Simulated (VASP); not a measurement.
# ZnSe (P4/mmm) in VASP: single point with PBE

Aim: the single point of ZnSe with PBE.

Program: VASP 6.6.1. These are calculated values, not measurements. Logs are shortened: lines on timing, memory, paths and dates and some standing lists are left out, and cuts for length are marked.

## (1) The cell of the first run

Symmetry: P4/mmm, No. 123, tetragonal system. The conventional cell has a = 5.496 Å, b = 5.496 Å, c = 4.407 Å, α = 90.00°, β = 90.00°, γ = 90.00°. Within 2.9 Å of Zn (site symmetry 4/mmm) lie 2 Se at 2.20 Å. Se (site symmetry 4/mmm) has 2 Zn at 2.20 Å within 2.9 Å.

The cell was built from a structure type or drawn by symmetry, and may not be a known phase.

## (2) Single point, PBE

INCAR reads:

```
SYSTEM = ZnSe
PREC = Accurate
ENCUT = 520
EDIFF = 1E-6
ISMEAR = 0
SIGMA = 0.1
LREAL = .False.
LASPH = .True.
NELM = 60
ALGO = Normal
ISIF = 2
LWAVE = .False.
LCHARG = .False.
GGA = PE
NBANDS = 16
```

KPOINTS reads:

```
regular mesh
0
Gamma
  14 14 12
  0 0 0
```

POSCAR reads:

```
ZnSe
1.0
    5.4955036775      0.0000000000      0.0000000000
    0.0000000000      5.4955036775      0.0000000000
    0.0000000000      0.0000000000      4.4071697224
Zn Se
1 1
Direct
    0.5000000000      0.5000000000      0.5000000000
    0.5000000000      0.5000000000      0.0000000000
```

Potentials or basis: VASP PAW PBE potentials, release 64 (Zn, Se).

Command:

```bash
$ cat potpaw_PBE.64/Zn/POTCAR potpaw_PBE.64/Se/POTCAR > POTCAR
$ mpirun -np 1 vasp_std > vasp.out
```

OUTCAR:

```text
SYSTEM = ZnSe
   PREC = Accurate
   ENCUT = 520
   EDIFF = 1E-6
   ISMEAR = 0
   LREAL = .False.
   LASPH = .True.
   NELM = 60
   ISIF = 2
   GGA = PE

 ion  position               nearest neighbor table
   1  0.500  0.500  0.500-   2 2.20   2 2.20
   2  0.500  0.500  0.000-   1 2.20   1 2.20

  LATTYP: Found a simple tetragonal cell.
 ALAT       =     5.4955036775
 C/A-ratio  =     0.8019591981

  Lattice vectors:

 A1 = (   5.4955036775,   0.0000000000,   0.0000000000)
 A2 = (   0.0000000000,   5.4955036775,   0.0000000000)
 A3 = (   0.0000000000,   0.0000000000,   4.4071697224)

Analysis of symmetry for initial positions (statically):
=====================================================================
 Subroutine PRICEL returns:
 Original cell was already a primitive cell.

 Routine SETGRP: Setting up the symmetry group for a
 simple tetragonal supercell.

 Subroutine GETGRP returns: Found 16 space group operations
 (whereof 16 operations were pure point group operations)
 out of a pool of 16 trial point group operations.

The static configuration has the point symmetry D_4h.

Analysis of symmetry for dynamics (positions and initial velocities):
=====================================================================
 Subroutine PRICEL returns:
 Original cell was already a primitive cell.

 Routine SETGRP: Setting up the symmetry group for a
 simple tetragonal supercell.

 Subroutine GETGRP returns: Found 16 space group operations
 (whereof 16 operations were pure point group operations)
 out of a pool of 16 trial point group operations.

The dynamic configuration has the point symmetry D_4h.

 Subroutine INISYM returns: Found 16 space group operations
 (whereof 16 operations are pure point group operations),
 and found     1 'primitive' translations

----------------------------------------------------------------------------------------

                                     Primitive cell

  volume of cell :     133.0990

  direct lattice vectors                    reciprocal lattice vectors
     5.495503678  0.000000000  0.000000000     0.181966942  0.000000000  0.000000000
     0.000000000  5.495503678  0.000000000     0.000000000  0.181966942  0.000000000
     0.000000000  0.000000000  4.407169722     0.000000000  0.000000000  0.226902993

  length of vectors
     5.495503678  5.495503678  4.407169722     0.181966942  0.181966942  0.226902993

  position of ions in fractional coordinates (direct lattice)
     0.500000000  0.500000000  0.500000000
     0.500000000  0.500000000  0.000000000

  ion indices of the primitive-cell ions
   primitive index   ion index
                 1           1
                 2           2

----------------------------------------------------------------------------------------

 KPOINTS: regular mesh

Automatic generation of k-mesh.
 Grid dimensions read from file:
 generate k-points for:   14   14   12

 Generating k-lattice:

  Cartesian coordinates                     Fractional coordinates (reciprocal lattice)
     0.012997639  0.000000000  0.000000000     0.071428571  0.000000000  0.000000000
     0.000000000  0.012997639  0.000000000     0.000000000  0.071428571  0.000000000
     0.000000000  0.000000000  0.018908583     0.000000000  0.000000000  0.083333333

  Length of vectors
     0.012997639  0.012997639  0.018908583

  Shift w.r.t. Gamma in fractional coordinates (k-lattice)
     0.000000000  0.000000000  0.000000000

 Subroutine IBZKPT returns following result:
 ===========================================

 Found    252 irreducible k-points:

 Following reciprocal coordinates:
            Coordinates               Weight
  0.000000  0.000000  0.000000      1.000000
  0.071429  0.000000  0.000000      4.000000
  0.142857  0.000000  0.000000      4.000000
  0.214286  0.000000  0.000000      4.000000
  0.285714  0.000000  0.000000      4.000000
  0.357143  0.000000  0.000000      4.000000
[... 16 lines left out ...]
  0.285714  0.214286  0.000000      8.000000
  0.357143  0.214286  0.000000      8.000000
 [... further k-points ...]
   k-points           NKPTS =    252   k-points in BZ     NKDIM =    252   number of bands    NBANDS=     16
   number of dos      NEDOS =    301   number of ions     NIONS =      2
   total plane-waves  NPLWV =  63504
   dimension x,y,z NGX =    42 NGY =   42 NGZ =   36
   dimension x,y,z NGXF=    84 NGYF=   84 NGZF=   72
   ions per type =               1   1
   NGX,Y,Z   is equivalent  to a cutoff of  12.71, 12.71, 13.58 a.u.
   NGXF,Y,Z  is equivalent  to a cutoff of  25.41, 25.41, 27.16 a.u.
 SYSTEM =  ZnSe
   PREC   = accura    normal or accurate (medium, high low for compatibility)
   ISTART =      0    job   : 0-new  1-cont  2-samecut
   ICHARG =      2    charge: 1-file 2-atom 10-const
   ISPIN  =      1    spin polarized calculation?
   LNONCOLLINEAR =      F non collinear calculations
   LSORBIT =      F    spin-orbit coupling
   LASPH  =      T    aspherical Exc in radial PAW
   ENCUT  =  520.0 eV  38.22 Ry    6.18 a.u.  10.22 10.22  8.19*2*pi/ulx,y,z
   NELM   =     60;   NELMIN=  2; NELMDL= -5     # of ELM steps
   EDIFF  = 0.1E-05   stopping-criterion for ELM
   LREAL  =      F    real-space projection
   EDIFFG = 0.1E-04   stopping-criterion for IOM
   NSW    =      0    number of steps for IOM
   IBRION =     -1    ionic relax: 0-MD 1-quasi-New 2-CG
   NFREE  =      0    steps in history (QN), initial steepest desc. (CG)
   ISIF   =      2    stress and relaxation
   ISYM   =      2    0-nonsym 1-usesym 2-fastsym
   POTIM  = 0.5000    time-step for ionic-motion
   TEBEG  =    0.0;   TEEND  =   0.0 temperature during run
   PSTRESS=    0.0 pullay stress
   NELECT =      18.0000    total number of electrons
   NUPDOWN=      -1.0000    fix difference up-down
   EMIN   =  10.00;   EMAX   =-10.00  energy-range for DOS
   EFERMI =   0.00;   METHOD = LEGACY
   ISMEAR =     0;   SIGMA  =   0.10  broadening in eV -4-tet -1-fermi 0-gaus
   EFERMI_NEDOS =   21; number of points for ismear=-14 and -15
   IALGO  =     38    algorithm
   IMIX   =      4    mixing-type and parameters
     AMIX     =   0.40;   BMIX     =  1.00
     AMIX_MAG =   1.60;   BMIX_MAG =  1.00
  volume/ion in A,a.u.               =      66.55       449.10
  Fermi-wavevector in a.u.,A,eV,Ry     =   0.840312  1.587960  9.607411  0.706125
  Thomas-Fermi vector in A             =   1.954674
   LORBIT       =      0    0 simple, 1 ext, 2 COOP (PROOUT), +10 PAW based schemes
   GGA     = PE    functional components
   LHFCALC =     F    Hartree Fock is set to
   AEXX    =    0.0000 exact exchange contribution
   IVDW    =     0    specifies the selected vdW correction
   LEPSILON=     F    determine dielectric tensor
   LRPA    =     F    only Hartree local field effects (RPA)
 non-spin polarized calculation
 Gauss-broadening in eV      SIGMA  =   0.10
  energy-cutoff  :      520.00
  volume of cell :      133.10
 maximum number of plane-waves:      3616
 NGX is ok and might be reduce to    42
   NGX = 21   NGY = 21   NGZ = 17

 number of electron      17.9999994 magnetization

 Free energy of the ion-electron system (eV)
  ---------------------------------------------------
  ext. energy  EPLUGINS =         0.00000000
  ---------------------------------------------------
  free energy    TOTEN  =        -4.08315559 eV

  energy without entropy =       -4.08315412  energy(sigma->0) =       -4.08315485

 E-fermi :  -2.9856     XC(G=0):  -4.8383

 val. band max:       -3.2516984235   @ k =   0.5000   0.0000   0.5000
 cond. band min:      -2.7506451141   @ k =   0.0000   0.0000   0.0000
 fundamental gap:      0.5010533094
 Fermi energy:        -2.9856070024

 k-point     1 :       0.0000    0.0000    0.0000
  band No.  band energies     occupation
      1     -15.5684      2.00000
      2     -10.3250      2.00000
      3     -10.3250      2.00000
      4     -10.2124      2.00000
      5     -10.2095      2.00000
      6      -9.9214      2.00000
[... 8 lines left out ...]
     15       6.2960      0.00000
     16       7.2381      0.00000

 k-point     2 :       0.0714    0.0000    0.0000
  band No.  band energies     occupation
      1     -15.5681      2.00000
      2     -10.3250      2.00000
      3     -10.3250      2.00000
      4     -10.2123      2.00000
      5     -10.2095      2.00000
      6      -9.9210      2.00000
[... 8 lines left out ...]
     15       6.0834      0.00000
     16       6.9655      0.00000

 k-point     3 :       0.1429    0.0000    0.0000
  band No.  band energies     occupation
      1     -15.5672      2.00000
      2     -10.3251      2.00000
      3     -10.3250      2.00000
      4     -10.2120      2.00000
      5     -10.2096      2.00000
      6      -9.9199      2.00000
[... 8 lines left out ...]
     15       5.7104      0.00000
     16       6.4901      0.00000

 k-point     4 :       0.2143    0.0000    0.0000
  band No.  band energies     occupation
      1     -15.5660      2.00000
      2     -10.3252      2.00000
      3     -10.3250      2.00000
      4     -10.2116      2.00000
      5     -10.2097      2.00000
      6      -9.9184      2.00000
[... 8 lines left out ...]
     15       5.3510      0.00000
     16       6.0769      0.00000

 k-point     5 :       0.2857    0.0000    0.0000
  band No.  band energies     occupation
      1     -15.5646      2.00000
      2     -10.3254      2.00000
      3     -10.3249      2.00000
      4     -10.2112      2.00000
      5     -10.2099      2.00000
      6      -9.9166      2.00000
[... 8 lines left out ...]
     15       5.0436      0.00000
     16       5.8143      0.00000

 k-point     6 :       0.3571    0.0000    0.0000
  band No.  band energies     occupation
      1     -15.5634      2.00000
      2     -10.3255      2.00000
      3     -10.3249      2.00000
      4     -10.2108      2.00000
      5     -10.2100      2.00000
      6      -9.9150      2.00000
[... 8 lines left out ...]
     15       4.8029      0.00000
     16       5.8774      0.00000

 k-point     7 :       0.4286    0.0000    0.0000
  band No.  band energies     occupation
      1     -15.5626      2.00000
      2     -10.3256      2.00000
      3     -10.3249      2.00000
      4     -10.2106      2.00000
      5     -10.2101      2.00000
      6      -9.9139      2.00000
[... 8 lines left out ...]
     15       4.6915      0.00000
     16       6.2531      0.00000

 k-point     8 :       0.5000    0.0000    0.0000
  band No.  band energies     occupation
      1     -15.5623      2.00000
      2     -10.3257      2.00000
      3     -10.3249      2.00000
      4     -10.2105      2.00000
      5     -10.2101      2.00000
      6      -9.9135      2.00000
[... 8 lines left out ...]
     15       4.6600      0.00000
     16       6.2206      0.00000

 k-point     9 :       0.0714    0.0714    0.0000
  band No.  band energies     occupation
      1     -15.5678      2.00000
      2     -10.3250      2.00000
      3     -10.3250      2.00000
      4     -10.2122      2.00000
      5     -10.2095      2.00000
      6      -9.9206      2.00000
[... 8 lines left out ...]
     15       5.8430      0.00000
     16       7.0940      0.00000
[... 172 lines left out ...]
 k-point    19 :       0.3571    0.1429    0.0000
  band No.  band energies     occupation
      1     -15.5623      2.00000
      2     -10.3255      2.00000
      3     -10.3251      2.00000
      4     -10.2104      2.00000
      5     -10.2102      2.00000
      6      -9.9136      2.00000
[... 8 lines left out ...]
     15       5.1132      0.00000
     16       6.3772      0.00000

 k-point    20 :       0.4286    0.1429    0.0000
  band No.  band energies     occupation
      1     -15.5614      2.00000
      2     -10.3256      2.00000
      3     -10.3251      2.00000
      4     -10.2103      2.00000
      5     -10.2102      2.00000
      6      -9.9126      2.00000
[... 8 lines left out ...]
     15       5.3782      0.00000
     16       6.2892      0.00000

 k-point    21 :       0.5000    0.1429    0.0000
  band No.  band energies     occupation
      1     -15.5611      2.00000
      2     -10.3257      2.00000
      3     -10.3251      2.00000
      4     -10.2103      2.00000
      5     -10.2101      2.00000
      6      -9.9122      2.00000
[... 8 lines left out ...]
     15       5.4550      0.00000
     16       6.2594      0.00000

 k-point    22 :       0.2143    0.2143    0.0000
  band No.  band energies     occupation
      1     -15.5637      2.00000
      2     -10.3252      2.00000
      3     -10.3252      2.00000
      4     -10.2109      2.00000
      5     -10.2100      2.00000
      6      -9.9154      2.00000
[... 8 lines left out ...]
     15       4.5620      0.00000
     16       6.6676      0.00000

 k-point    23 :       0.2857    0.2143    0.0000
  band No.  band energies     occupation
      1     -15.5623      2.00000
      2     -10.3254      2.00000
      3     -10.3252      2.00000
      4     -10.2104      2.00000
      5     -10.2102      2.00000
      6      -9.9137      2.00000
[... 8 lines left out ...]
     15       4.8389      0.00000
     16       6.5452      0.00000

 k-point    24 :       0.3571    0.2143    0.0000
  band No.  band energies     occupation
      1     -15.5611      2.00000
      2     -10.3255      2.00000
      3     -10.3252      2.00000
      4     -10.2103      2.00000
      5     -10.2100      2.00000
      6      -9.9122      2.00000
[... 8 lines left out ...]
     15       5.2101      0.00000
     16       6.4165      0.00000

 [... further k-points ...]

------------------------ aborting loop because EDIFF is reached ----------------------------------------

  FORCE on cell =-STRESS in cart. coord.  units (eV):
  Direction    XX          YY          ZZ          XY          YZ          ZX
  --------------------------------------------------------------------------------------
  -------------------------------------------------------------------------------------
  Total        0.0299085      0.0299085      0.2396744      0.0000000      0.0000000      0.0000000
  in kB        0.3600229      0.3600229      2.8850772      0.0000000      0.0000000      0.0000000
  external PRESSURE =       1.2017077 kB  Pullay stress =       0.0000000 kB

 VOLUME and BASIS-vectors are now :
 -----------------------------------------------------------------------------
  energy-cutoff  :      520.00
  volume of cell :      133.10
      direct lattice vectors                 reciprocal lattice vectors
     5.495503678  0.000000000  0.000000000     0.181966942  0.000000000  0.000000000
     0.000000000  5.495503678  0.000000000     0.000000000  0.181966942  0.000000000
     0.000000000  0.000000000  4.407169722     0.000000000  0.000000000  0.226902993

 POSITION                                       TOTAL-FORCE (eV/Angst)
 -----------------------------------------------------------------------------------
      2.74775      2.74775      2.20358         0.000000      0.000000      0.000000
      2.74775      2.74775      0.00000         0.000000      0.000000      0.000000
 -----------------------------------------------------------------------------------
    total drift:                                0.000000     -0.000000     -0.000000

  FREE ENERGIE OF THE ION-ELECTRON SYSTEM (eV)
  ---------------------------------------------------
  free  energy   TOTEN  =        -4.0831555943 eV

  energy  without entropy=       -4.0831541152  energy(sigma->0) =       -4.08315485
```

It took 5.4 min on 1 thread of Intel Xeon Platinum 8259CL at 2.50GHz (Skylake/Cascade Lake), shared host; peak memory 0.67 GiB.

Results:

```
Free energy            : -4.0832 eV
Pressure               : 0.1 GPa
Band gap on the k mesh : 0.50 eV (least direct gap 1.44 eV)
```
